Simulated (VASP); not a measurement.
# SrBRh (P-6m2) in VASP: a series of runs, part 2 of 2

VASP 6.6.1. Earlier steps stand in the parts before.

## 4. Single point, LDA, non-collinear spin, zero start, spin-orbit coupling

INCAR reads:

```
SYSTEM = SrBRh
PREC     = Accurate       ! precision mode
ENCUT    = 520            ! plane-wave cutoff, eV
EDIFF    = 1E-7           ! SCF threshold, eV
ISMEAR   = -1             ! smearing method
SIGMA    = 0.1            ! smearing width, eV
LREAL    = .FALSE.        ! projectors in reciprocal space
LASPH    = .TRUE.         ! aspherical terms in the spheres
NELM     = 150            ! most SCF steps
ALGO     = Fast           ! electronic algorithm
ISIF     = 2              ! what is computed and relaxed
LWAVE    = .FALSE.        ! write WAVECAR
LCHARG   = .TRUE.         ! write CHGCAR
MAGMOM   = 0 0 0 0 0 0 0 0 0 ! initial moments
LORBIT   = 11             ! projections on sites
LSORBIT  = .TRUE.         ! spin-orbit coupling
GGA_COMPAT= .FALSE.      
LORBMOM  = .TRUE.       
LMAXMIX  = 4              ! l up to which the mixer works
LVHAR    = .TRUE.       
NBANDS   = 41             ! bands
```

KPOINTS reads:

```
regular mesh
0
G
  7 7 6
  0 0 0
```

POSCAR reads:

```
SrBRh
1.0
    3.8347502600      0.0000000000      0.0000000000
   -1.9173751300      3.3209911500      0.0000000000
    0.0000000000      0.0000000000      3.8307234400
Sr B Rh
1 1 1
Direct
    0.6666666700      0.3333333300      0.5000000000
    0.3333333300      0.6666666700      0.0000000000
    0.0000000000      0.0000000000      0.0000000000
```

Potentials or basis: VASP PAW LDA potentials, release 64 (Sr_sv, B, Rh_pv).

On the command line:

```
$ cat potpaw_LDA.64/Sr_sv/POTCAR potpaw_LDA.64/B/POTCAR potpaw_LDA.64/Rh_pv/POTCAR > POTCAR
$ mpirun -np 1 vasp_ncl > vasp.out
```

OUTCAR:

```text
SYSTEM = SrBRh
   PREC = Accurate
   ENCUT = 520
   EDIFF = 1E-7
   ISMEAR = -1
   LREAL = .FALSE.
   LASPH = .TRUE.
   NELM = 150
   ISIF = 2
   LORBIT = 11
   LSORBIT = .TRUE.

 ion  position               nearest neighbor table
   1  0.667  0.333  0.500-   3 2.93   3 2.93   2 2.93   2 2.93   2 2.93   2 2.93   3 2.93   3 2.93
                             3 2.93   3 2.93   2 2.93   2 2.93
   2  0.333  0.667  0.000-   3 2.21   3 2.21   3 2.21   1 2.93   1 2.93   1 2.93   1 2.93   1 2.93
                             1 2.93
   3  0.000  0.000  0.000-   2 2.21   2 2.21   2 2.21   1 2.93   1 2.93   1 2.93   1 2.93   1 2.93
                             1 2.93

  LATTYP: Found a hexagonal cell.
 ALAT       =     3.8347502600
 C/A-ratio  =     0.9989499134

  Lattice vectors:

 A1 = (   3.8347502600,   0.0000000000,   0.0000000000)
 A2 = (  -1.9173751300,   3.3209911500,   0.0000000000)
 A3 = (   0.0000000000,   0.0000000000,   3.8307234400)

Analysis of symmetry for initial positions (statically):
=====================================================================
 Subroutine PRICEL returns:
 Original cell was already a primitive cell.

 Routine SETGRP: Setting up the symmetry group for a
 hexagonal supercell.

 Subroutine GETGRP returns: Found 12 space group operations
 (whereof 12 operations were pure point group operations)
 out of a pool of 24 trial point group operations.

The static configuration has the point symmetry D_3h.

Analysis of symmetry for dynamics (positions and initial velocities):
=====================================================================
 Subroutine PRICEL returns:
 Original cell was already a primitive cell.

 Routine SETGRP: Setting up the symmetry group for a
 hexagonal supercell.

 Subroutine GETGRP returns: Found 12 space group operations
 (whereof 12 operations were pure point group operations)
 out of a pool of 24 trial point group operations.

The dynamic configuration has the point symmetry D_3h.

Analysis of structural, dynamic, and magnetic symmetry:
[... 1248 lines left out ...]
  2        -0.000   0.000  -0.000
  3        -0.000  -0.000  -0.000
 ----------------------------------------
            0.000  -0.000   0.000

 orbital moment (y)

 # of ion     p       d       tot
 ----------------------------------------
  1         0.000  -0.000  -0.000
  2        -0.000   0.000  -0.000
  3        -0.000   0.000   0.000
 ----------------------------------------
           -0.000   0.000   0.000

 orbital moment (z)

 # of ion     p       d       tot
 ----------------------------------------
  1         0.000  -0.000  -0.000
  2         0.000   0.000   0.000
  3        -0.000  -0.000  -0.000
 ----------------------------------------
           -0.000  -0.000  -0.000

 Spin-Orbit-Coupling matrix elements

 Ion:    1  E_soc:     -0.2010197
 l=   1
     0.0000000    -0.0334122    -0.0334333
    -0.0334122     0.0000000    -0.0334122
    -0.0334333    -0.0334122     0.0000000
 l=   2
     0.0000000    -0.0000209     0.0000000    -0.0000209    -0.0000389
    -0.0000209     0.0000000    -0.0000499    -0.0000297    -0.0000209
     0.0000000    -0.0000499     0.0000000    -0.0000499     0.0000000
    -0.0000209    -0.0000297    -0.0000499     0.0000000    -0.0000209
    -0.0000389    -0.0000209     0.0000000    -0.0000209     0.0000000
 l=   3
     0.0000000     0.0000000     0.0000000     0.0000000     0.0000000     0.0000000     0.0000000
     0.0000000     0.0000000     0.0000000     0.0000000     0.0000000     0.0000000     0.0000000
     0.0000000     0.0000000     0.0000000     0.0000000     0.0000000     0.0000000     0.0000000
     0.0000000     0.0000000     0.0000000     0.0000000     0.0000000     0.0000000     0.0000000
[... 29 lines left out ...]
 l=   2
     0.0000000    -0.0019859     0.0000000    -0.0019859    -0.0073891
    -0.0019859     0.0000000    -0.0051127    -0.0018067    -0.0019859
     0.0000000    -0.0051127     0.0000000    -0.0051127     0.0000000
    -0.0019859    -0.0018067    -0.0051127     0.0000000    -0.0019859
    -0.0073891    -0.0019859     0.0000000    -0.0019859     0.0000000
 l=   3
     0.0000000     0.0000000     0.0000000     0.0000000     0.0000000     0.0000000     0.0000000
     0.0000000     0.0000000     0.0000000     0.0000000     0.0000000     0.0000000     0.0000000
     0.0000000     0.0000000     0.0000000     0.0000000     0.0000000     0.0000000     0.0000000
     0.0000000     0.0000000     0.0000000     0.0000000     0.0000000     0.0000000     0.0000000
     0.0000000     0.0000000     0.0000000     0.0000000     0.0000000     0.0000000     0.0000000
     0.0000000     0.0000000     0.0000000     0.0000000     0.0000000     0.0000000     0.0000000
     0.0000000     0.0000000     0.0000000     0.0000000     0.0000000     0.0000000     0.0000000

 total charge

# of ion       s       p       d       tot
------------------------------------------
    1        2.052   5.828   0.378   8.258
    2        0.735   0.924   0.000   1.659
    3        0.499   6.200   7.317  14.017
--------------------------------------------------
tot          3.286  12.952   7.695  23.933

 magnetization (x)

# of ion       s       p       d       tot
------------------------------------------
    1        0.000  -0.000   0.000  -0.000
    2       -0.000  -0.000   0.000  -0.000
    3        0.000   0.000  -0.000  -0.000
--------------------------------------------------
tot         -0.000  -0.000   0.000  -0.000

 magnetization (y)

# of ion       s       p       d       tot
------------------------------------------
    1       -0.000  -0.000  -0.000  -0.000
    2        0.000   0.000   0.000   0.000
    3        0.000   0.000   0.000   0.000
--------------------------------------------------
tot         -0.000  -0.000  -0.000  -0.000

 magnetization (z)

# of ion       s       p       d       tot
------------------------------------------
    1        0.000   0.000  -0.000  -0.000
    2        0.000  -0.000   0.000  -0.000
    3        0.000   0.000  -0.000  -0.000
--------------------------------------------------
tot          0.000   0.000  -0.000  -0.000
```

OSZICAR:

```text
N       E                     dE             d eps       ncg     rms          rms(c)
DAV:   1     0.244379218409E+03    0.24438E+03   -0.15404E+04  4192   0.137E+03
DAV:   2    -0.712883318670E+01   -0.25151E+03   -0.24216E+03  4375   0.396E+02
DAV:   3    -0.189810897638E+02   -0.11852E+02   -0.11677E+02  5512   0.793E+01
[... 11 lines left out ...]
RMM:  15    -0.184538997961E+02   -0.10994E-05   -0.24511E-05  7079   0.205E-02    0.520E-03
RMM:  16    -0.184539005881E+02   -0.79198E-06   -0.84750E-06  6752   0.110E-02    0.230E-03
RMM:  17    -0.184539009114E+02   -0.32330E-06   -0.30449E-06  6004   0.626E-03    0.102E-03
RMM:  18    -0.184539010198E+02   -0.10842E-06   -0.10042E-06  5327   0.397E-03    0.730E-04
RMM:  19    -0.184539010631E+02   -0.43283E-07   -0.38102E-07  4780   0.266E-03
   1 F= -.18453901E+02 E0= -.18430154E+02  d E =-.474940E-01  mag=     0.0000    -0.0000     0.0000
```

stdout:

```text
POSCAR found type information on POSCAR SrB Rh
 POSCAR found :  3 types and       3 ions
 scaLAPACK will be used
[... 29 lines left out ...]
 num prob  num prob  num prob  num prob  num prob  num prob  num prob  num prob  num prob  num prob  num prob  num prob  num prob  num prob  num prob  num prob  num prob  num prob  num prob  num prob  num prob  num prob  num prob  num prob  num prob  num prob  num prob  num prob  num prob  num prob  num prob WARNING in EDDRMM: call to ZHEGV failed, returncode =   6  3     21
 num prob  num prob  num prob WARNING in EDDRMM: call to ZHEGV failed, returncode =   6  3     21
 num prob  num prob  num prob  num prob  num prob  num prob  num prob  num prob  num prob  num prob RMM:  19    -0.184539010631E+02   -0.43283E-07   -0.38102E-07  4780   0.266E-03
```

Wall time 4.5 min (1 thread of Intel Xeon Platinum 8488C (Sapphire Rapids), shared host); peak memory 0.33 GiB.

What came out:

```
Free energy                                           : -18.4539 eV
Pressure                                              : 4.4 GPa
Net moment                                            : 0.00 μB per cell
Valence electrons inside the program's atomic spheres : Sr 8.26; B 1.66; Rh 14.02
```

Moments on the atoms (μB; x, y, z):
```
Sr  0.00 0.00 0.00
B   0.00 0.00 0.00
Rh  0.00 0.00 0.00
```

Caveat: the stress differs along the axes, from -3 to 20 GPa.
